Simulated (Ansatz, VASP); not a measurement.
# One calculation of PtSe2, two programs

INCAR

```
SYSTEM = PtSe2
PREC = Accurate
ENCUT = 520
EDIFF = 1E-6
ISMEAR = 0
SIGMA = 0.02
LREAL = .FALSE.
LASPH = .TRUE.
NELM = 60
ALGO = Normal
ISIF = 2
LWAVE = .FALSE.
LCHARG = .FALSE.
GGA = PE
NBANDS = 18
```

Contents of KPOINTS:

```
Automatic mesh
0
G
  12 12 4
  0 0 0
```

POSCAR

```
PtSe2
1.0
    3.7515594964      0.0000000000      0.0000000000
   -1.8757797482      3.2489458277      0.0000000000
    0.0000000000      0.0000000000      6.5013330579
Pt Se
1 2
Direct
    0.0000000000      0.0000000000      0.0000000000
    0.6666666667      0.3333333333      0.7990307627
    0.3333333333      0.6666666667      0.2009692373
```

Input for Ansatz:

```yaml
crystal:
  lattice:
    - [3.7515595078, 0.0, 0.0]
    - [-1.8757797539, 3.2489458376, 0.0]
    - [0.0, 0.0, 6.5013335363]
  atoms:
    - { symbol: Pt, position: [0.0, 0.0, 0.0] }
    - { symbol: Se, position: [0.6666666667, 0.3333333333, 0.7990307773] }
    - { symbol: Se, position: [0.3333333333, 0.6666666667, 0.2009692227] }
basis:
  ecutwfc: 420
kpoints:
  mp_grid: { grid: [12, 12, 4] }
  band_path: { path: [VBM, CBM], npoints: 2 }
hamiltonian:
  xc: pbe
scf:
  occupations: { method: gaussian, width: 0.02 }
output:
  forces: true
  stress: true
  eigenvalues: true
checkpoint:
  read: start.run
  write: ck
  compress: false
  write_wavefunctions: false
  write_every: 100000
```

Alike in both runs: task single point; functional PBE; k mesh 12 × 12 × 4; occupations gaussian, width 0.02 eV; no spin polarisation.

```csv
,VASP,Ansatz
version,VASP 6.6.1,Ansatz 0.2.0
potentials or method,"VASP PAW PBE potentials, release 64 (Pt, Se), cutoff 520 eV","scalar-relativistic, plane waves, PAW"
valence electrons in the cell,22,50
```

|  | VASP | Ansatz | Ansatz less VASP |
| --- | --- | --- | --- |
| gap on the k mesh at the Fermi level (eV) | 0.87 | 0.88 | +0.011 |
| least direct gap on the mesh (eV) | 1.03 | 1.04 | +0.011 |
| pressure (GPa) | 0.0 | 0.0 | +0.03 |

With one functional, cell and mesh, what is left measures potentials, basis and numerics. VASP's potentials hold 22 valence electrons a cell and Ansatz's 50, so a difference there can come from the potentials and not from the codes.

Spin-orbit coupling is off throughout.
